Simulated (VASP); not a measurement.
# SiNi (zincblende type) (F-43m) in VASP: further runs

SiNi (zincblende type) is run at these levels: PBE; tasks: relaxation of cell and atoms, single point.

Everything below comes from runs of VASP 6.6.1. Logs are shortened: lines on timing, memory, paths and dates and some standing lists are left out, and cuts for length are marked.

## (1) The cell of the first run

Symmetry: F-43m, No. 216, cubic system. Conventional cell: a = 4.528 Å, b = 4.528 Å, c = 4.528 Å, α = 90.00°, β = 90.00°, γ = 90.00°. Ni (site symmetry -43m) has 4 Si at 1.96 Å within 2.6 Å. Si (site symmetry -43m) has 4 Ni at 1.96 Å within 2.6 Å.

## (2) Relaxation of cell and atoms, PBE, target pressure 61 GPa, at which the enthalpy is minimised

The input, INCAR:

```
ALGO = Normal ; EDIFF = 1E-7
EDIFFG = -0.005 ; ENCUT = 600
GGA = PE ; IBRION = 2
ISIF = 3 ; ISMEAR = -1
LASPH = T ; LCHARG = F
LREAL = F ; LWAVE = F
NELM = 100 ; NSW = 60
PREC = Accurate ; PSTRESS = 610.0
SIGMA = 0.08
```

The input, KPOINTS:

```
k-points
0
Gamma
  14 14 14
```

The input, POSCAR:

```
SiNi
1.0
    0.0000000000      2.2638742342      2.2638742342
    2.2638742342      0.0000000000      2.2638742342
    2.2638742342      2.2638742342      0.0000000000
Ni Si
1 1
Direct
    0.0000000000      0.0000000000      0.0000000000
    0.2500000000      0.2500000000      0.2500000000
```

Potentials or basis: VASP PAW PBE potentials, release 64 (Ni, Si).

The run is started by

```
$ cat potpaw_PBE.64/Ni/POTCAR potpaw_PBE.64/Si/POTCAR > POTCAR
$ mpirun -np 1 vasp_std > vasp.out
```

OUTCAR:

```text
EDIFF = 1E-7
   EDIFFG = -0.005
   ENCUT = 600
   GGA = PE
   IBRION = 2
   ISIF = 3
   ISMEAR = -1
   LASPH = T
   LREAL = F
   NELM = 100
   NSW = 60
   PREC = Accurate
   PSTRESS = 610.0

 ion  position               nearest neighbor table
   1  0.000  0.000  0.000-   2 1.96   2 1.96   2 1.96   2 1.96
   2  0.250  0.250  0.250-   1 1.96   1 1.96   1 1.96   1 1.96

  LATTYP: Found a face centered cubic cell.
 ALAT       =     4.5277484684

  Lattice vectors:

 A1 = (   0.0000000000,   2.2638742342,   2.2638742342)
 A2 = (   2.2638742342,   0.0000000000,   2.2638742342)
 A3 = (   2.2638742342,   2.2638742342,   0.0000000000)

Analysis of symmetry for initial positions (statically):
=====================================================================
 Subroutine PRICEL returns:
 Original cell was already a primitive cell.

 Routine SETGRP: Setting up the symmetry group for a
 face centered cubic supercell.

 Subroutine GETGRP returns: Found 24 space group operations
 (whereof 24 operations were pure point group operations)
 out of a pool of 48 trial point group operations.

The static configuration has the point symmetry T_d .

Analysis of symmetry for dynamics (positions and initial velocities):
=====================================================================
 Subroutine PRICEL returns:
 Original cell was already a primitive cell.

 Routine SETGRP: Setting up the symmetry group for a
 face centered cubic supercell.

 Subroutine GETGRP returns: Found 24 space group operations
 (whereof 24 operations were pure point group operations)
 out of a pool of 48 trial point group operations.

The dynamic configuration has the point symmetry T_d .

 Subroutine INISYM returns: Found 24 space group operations
 (whereof 24 operations are pure point group operations),
 and found     1 'primitive' translations

----------------------------------------------------------------------------------------

                                     Primitive cell

  volume of cell :      23.2053

  direct lattice vectors                    reciprocal lattice vectors
     0.000000000  2.263874234  2.263874234    -0.220860325  0.220860325  0.220860325
     2.263874234  0.000000000  2.263874234     0.220860325 -0.220860325  0.220860325
     2.263874234  2.263874234  0.000000000     0.220860325  0.220860325 -0.220860325

  length of vectors
     3.201601646  3.201601646  3.201601646     0.382541305  0.382541305  0.382541305

  position of ions in fractional coordinates (direct lattice)
     0.000000000  0.000000000  0.000000000
     0.250000000  0.250000000  0.250000000

  ion indices of the primitive-cell ions
   primitive index   ion index
                 1           1
                 2           2

----------------------------------------------------------------------------------------

 KPOINTS: k-points

Automatic generation of k-mesh.
 Grid dimensions read from file:
 generate k-points for:   14   14   14

 Generating k-lattice:

  Cartesian coordinates                     Fractional coordinates (reciprocal lattice)
    -0.015775738  0.015775738  0.015775738     0.071428571  0.000000000  0.000000000
     0.015775738 -0.015775738  0.015775738     0.000000000  0.071428571  0.000000000
     0.015775738  0.015775738 -0.015775738     0.000000000  0.000000000  0.071428571

  Length of vectors
     0.027324379  0.027324379  0.027324379

  Shift w.r.t. Gamma in fractional coordinates (k-lattice)
     0.000000000  0.000000000  0.000000000

 Subroutine IBZKPT returns following result:
 ===========================================

 Found    104 irreducible k-points:

 Following reciprocal coordinates:
            Coordinates               Weight
  0.000000  0.000000  0.000000      1.000000
  0.071429  0.000000  0.000000      8.000000
  0.142857  0.000000  0.000000      8.000000
  0.214286  0.000000  0.000000      8.000000
  0.285714  0.000000  0.000000      8.000000
  0.357143  0.000000  0.000000      8.000000
[... 16 lines left out ...]
  0.214286  0.142857  0.000000     24.000000
  0.285714  0.142857  0.000000     24.000000
 [... further k-points ...]
   k-points           NKPTS =    104   k-points in BZ     NKDIM =    104   number of bands    NBANDS=     11
   number of dos      NEDOS =    301   number of ions     NIONS =      2
   total plane-waves  NPLWV =  21952
   dimension x,y,z NGX =    28 NGY =   28 NGZ =   28
   dimension x,y,z NGXF=    56 NGYF=   56 NGZF=   56
   ions per type =               1   1
   NGX,Y,Z   is equivalent  to a cutoff of  14.54, 14.54, 14.54 a.u.
   NGXF,Y,Z  is equivalent  to a cutoff of  29.08, 29.08, 29.08 a.u.
 SYSTEM =  unknown system
   PREC   = accura    normal or accurate (medium, high low for compatibility)
   ISTART =      0    job   : 0-new  1-cont  2-samecut
   ICHARG =      2    charge: 1-file 2-atom 10-const
   ISPIN  =      1    spin polarized calculation?
   LNONCOLLINEAR =      F non collinear calculations
   LSORBIT =      F    spin-orbit coupling
   LASPH  =      T    aspherical Exc in radial PAW
   ENCUT  =  600.0 eV  44.10 Ry    6.64 a.u.   6.39  6.39  6.39*2*pi/ulx,y,z
   NELM   =    100;   NELMIN=  2; NELMDL= -5     # of ELM steps
   EDIFF  = 0.1E-06   stopping-criterion for ELM
   LREAL  =      F    real-space projection
   EDIFFG = -.5E-02   stopping-criterion for IOM
   NSW    =     60    number of steps for IOM
   IBRION =      2    ionic relax: 0-MD 1-quasi-New 2-CG
   NFREE  =      1    steps in history (QN), initial steepest desc. (CG)
   ISIF   =      3    stress and relaxation
   ISYM   =      2    0-nonsym 1-usesym 2-fastsym
   POTIM  = 0.5000    time-step for ionic-motion
   TEBEG  =    0.0;   TEEND  =   0.0 temperature during run
   PSTRESS=  610.0 pullay stress
   NELECT =      14.0000    total number of electrons
   NUPDOWN=      -1.0000    fix difference up-down
   EMIN   =  10.00;   EMAX   =-10.00  energy-range for DOS
   EFERMI =   0.00;   METHOD = LEGACY
   ISMEAR =    -1;   SIGMA  =   0.08  broadening in eV -4-tet -1-fermi 0-gaus
   EFERMI_NEDOS =   21; number of points for ismear=-14 and -15
   IALGO  =     38    algorithm
   IMIX   =      4    mixing-type and parameters
     AMIX     =   0.40;   BMIX     =  1.00
     AMIX_MAG =   1.60;   BMIX_MAG =  1.00
  volume/ion in A,a.u.               =      11.60        78.30
  Fermi-wavevector in a.u.,A,eV,Ry     =   1.383318  2.614091 26.035665  1.913567
  Thomas-Fermi vector in A             =   2.507927
   LORBIT       =      0    0 simple, 1 ext, 2 COOP (PROOUT), +10 PAW based schemes
   GGA     = PE    functional components
   LHFCALC =     F    Hartree Fock is set to
   AEXX    =    0.0000 exact exchange contribution
   IVDW    =     0    specifies the selected vdW correction
   LEPSILON=     F    determine dielectric tensor
   LRPA    =     F    only Hartree local field effects (RPA)
 conjugate gradient relaxation of ions
 non-spin polarized calculation
  energy-cutoff  :      600.00
  volume of cell :       23.21
 maximum number of plane-waves:       785
 NGX is ok and might be reduce to    28
   NGX = 13   NGY = 13   NGZ = 13

--------------------------------------- Ionic step        1  -------------------------------------------

 number of electron      14.0000002 magnetization

 Free energy of the ion-electron system (eV)
  ---------------------------------------------------
  ext. energy  EPLUGINS =         0.00000000
  ---------------------------------------------------
  free energy    TOTEN  =        -8.34165808 eV

  energy without entropy =       -8.32567902  energy(sigma->0) =       -8.33366855

 E-fermi :  10.7427     XC(G=0): -12.1918

 val. band max:       10.7197729127   @ k =   0.5000   0.3571   0.0000
 cond. band min:      10.7643160452   @ k =  -0.4286   0.5000   0.0714
 fundamental gap:      0.0445431326
 Fermi energy:        10.7427474038

 k-point     1 :       0.0000    0.0000    0.0000
  band No.  band energies     occupation
      1      -2.1577      2.00000
      2       5.9723      2.00000
      3       5.9723      2.00000
      4       5.9723      2.00000
      5       7.3092      2.00000
      6       7.3092      2.00000
      7      18.5694      0.00000
      8      18.5694      0.00000
      9      18.5694      0.00000
     10      18.9591      0.00000
     11      18.9591      0.00000
[... 309 lines left out ...]
 k-point    24 :       0.2857    0.1429    0.0000
  band No.  band energies     occupation
      1      -0.6242      2.00000
      2       5.4800      2.00000
      3       6.2264      2.00000
      4       6.2836      2.00000
      5       7.0162      2.00000
      6       7.5008      2.00000
      7      12.2469      0.00000
      8      14.4668      0.00000
      9      15.8706      0.00000
     10      18.3507      0.00000
     11      20.7052      0.00000

 [... further k-points ...]

------------------------ aborting loop because EDIFF is reached ----------------------------------------

  FORCE on cell =-STRESS in cart. coord.  units (eV):
  Direction    XX          YY          ZZ          XY          YZ          ZX
  --------------------------------------------------------------------------------------
  -------------------------------------------------------------------------------------
  Total       12.4549512     12.4549512     12.4549512      0.0000000      0.0000000     -0.0000000
  in kB      859.9352002    859.9352002    859.9352002      0.0000000      0.0000000     -0.0000000
  external PRESSURE =     249.9352002 kB  Pullay stress =     610.0000000 kB
[... 93 lines left out ...]
  FREE ENERGIE OF THE ION-ELECTRON SYSTEM (eV)
  ---------------------------------------------------
  free  energy   TOTEN  =        -9.1470962292 eV

  energy  without entropy=       -9.1305539717  energy(sigma->0) =       -9.13882510

  enthalpy is  TOTEN    =         0.3703204204 eV   P V=        9.5174166496

[... ionic steps 4 to 14 ...]

--------------------------------------- Ionic step       15  -------------------------------------------

 number of electron      14.0000000 magnetization

------------------------ aborting loop because EDIFF is reached ----------------------------------------

  FORCE on cell =-STRESS in cart. coord.  units (eV):
  Direction    XX          YY          ZZ          XY          YZ          ZX
  --------------------------------------------------------------------------------------
  -------------------------------------------------------------------------------------
  Total        9.4812150      9.4812150      9.4812150      0.0000000      0.0000000      0.0000000
  in kB      610.8290107    610.8290107    610.8290107      0.0000000      0.0000000      0.0000000
  external PRESSURE =       0.8290107 kB  Pullay stress =     610.0000000 kB
[... 61 lines left out ...]
  enthalpy is  TOTEN    =         0.3697112412 eV   P V=        9.4751265868

--------------------------------------- Ionic step       17  -------------------------------------------

 number of electron      14.0000000 magnetization

 Free energy of the ion-electron system (eV)
  ---------------------------------------------------
  ext. energy  EPLUGINS =         0.00000000
  ---------------------------------------------------
  free energy    TOTEN  =        -9.10128860 eV

  energy without entropy =       -9.08478867  energy(sigma->0) =       -9.09303864

 E-fermi :   9.7134     XC(G=0): -11.8436

 val. band max:        9.7002773266   @ k =   0.5000   0.3571   0.0000
 cond. band min:       9.7604660274   @ k =  -0.4286   0.5000   0.0714
 fundamental gap:      0.0601887008
 Fermi energy:         9.7133980080

 k-point     1 :       0.0000    0.0000    0.0000
  band No.  band energies     occupation
      1      -2.6322      2.00000
      2       5.3090      2.00000
      3       5.3090      2.00000
      4       5.3090      2.00000
      5       6.5899      2.00000
      6       6.5899      2.00000
      7      17.2214      0.00000
      8      17.2214      0.00000
      9      17.2214      0.00000
     10      17.4910      0.00000
     11      17.4910      0.00000
[... 309 lines left out ...]
 k-point    24 :       0.2857    0.1429    0.0000
  band No.  band energies     occupation
      1      -1.1889      2.00000
      2       4.8305      2.00000
      3       5.5470      2.00000
      4       5.5958      2.00000
      5       6.3265      2.00000
      6       6.7593      2.00000
      7      11.1439      0.00000
      8      13.2503      0.00000
      9      14.4559      0.00000
     10      17.1176      0.00000
     11      19.3728      0.00000

 [... further k-points ...]

------------------------ aborting loop because EDIFF is reached ----------------------------------------

  FORCE on cell =-STRESS in cart. coord.  units (eV):
  Direction    XX          YY          ZZ          XY          YZ          ZX
  --------------------------------------------------------------------------------------
  -------------------------------------------------------------------------------------
  Total        9.4661546      9.4661546      9.4661546      0.0000000      0.0000000      0.0000000
  in kB      609.6883756    609.6883756    609.6883756      0.0000000      0.0000000      0.0000000
  external PRESSURE =      -0.3116244 kB  Pullay stress =     610.0000000 kB
[... 17 lines left out ...]
  FREE ENERGIE OF THE ION-ELECTRON SYSTEM (eV)
  ---------------------------------------------------
  free  energy   TOTEN  =        -9.1012886016 eV

  energy  without entropy=       -9.0847886734  energy(sigma->0) =       -9.09303864

  enthalpy is  TOTEN    =         0.3697043452 eV   P V=        9.4709929468

 reached required accuracy - stopping structural energy minimisation
```

Run time: 2 min. Hardware: 1 thread of Intel Xeon 6975P-C (Granite Rapids), shared host; peak memory 0.19 GiB.

What came out:

* Free energy: -9.1013 eV
* Relaxed volume: 12.44 Å³/atom
* Relaxed cell: a = 3.277 Å, b = 3.277 Å, c = 3.277 Å, α = 60.00°, β = 60.00°, γ = 60.00°
* Space group after relaxing (to 0.05 Å): F-43m (No. 216)
* Energy change on relaxing (the enthalpy is what falls): -379.8 meV/atom
* Ionic steps: 17
* Pressure after relaxing: 61.0 GPa
* Band gap on the k mesh: zero (band 7 reaches 17.22 eV, above the bottom of band 8 at 8.59 eV)

The path:
| step | energy change (eV) | largest force (eV/Å) | pressure (GPa) | volume (Å³) |
| --- | --- | --- | --- | --- |
| 1 | 0.0000 | 0.0000 | 85.99 | 23.21 |
| 2 | -1.8850 | 0.0000 | 17.69 | 29.83 |
| 3 | -0.8054 | 0.0000 | 59.40 | 25.00 |
| 4 | -0.7611 | 0.0000 | 60.93 | 24.88 |
| 5 | -0.7480 | 0.0000 | 61.38 | 24.85 |
| 6 | -0.7486 | 0.0000 | 61.37 | 24.85 |
| 7 | -0.7502 | 0.0000 | 61.31 | 24.85 |
| 8 | -0.7502 | 0.0000 | 61.28 | 24.85 |
| 9 | -0.7503 | 0.0000 | 61.24 | 24.85 |
| 10 | -0.7504 | 0.0000 | 61.17 | 24.85 |
| 11 | -0.7506 | 0.0000 | 61.29 | 24.85 |
| 12 | -0.7510 | 0.0000 | 61.28 | 24.85 |
| 13 | -0.7519 | 0.0000 | 61.25 | 24.86 |
| 14 | -0.7536 | 0.0000 | 61.19 | 24.86 |
| 15 | -0.7570 | 0.0000 | 61.08 | 24.87 |
| 16 | -0.7638 | 0.0000 | 60.87 | 24.89 |
| 17 | -0.7596 | 0.0000 | 60.97 | 24.88 |

Final structure:
```
Ni Si
1.0
     0.00000    2.31694    2.31694
     2.31694    0.00000    2.31694
     2.31694    2.31694    0.00000
Ni Si
1 1
Direct
  0.00000 0.00000 0.00000
  0.25000 0.25000 0.25000
```

Caveat: the cell is relaxed towards a set pressure, so the enthalpy falls and the energy may rise. Spin polarisation is off, so any magnetic state and its effect on volume and gap are missing.

(Continued in part 2 of 2.)
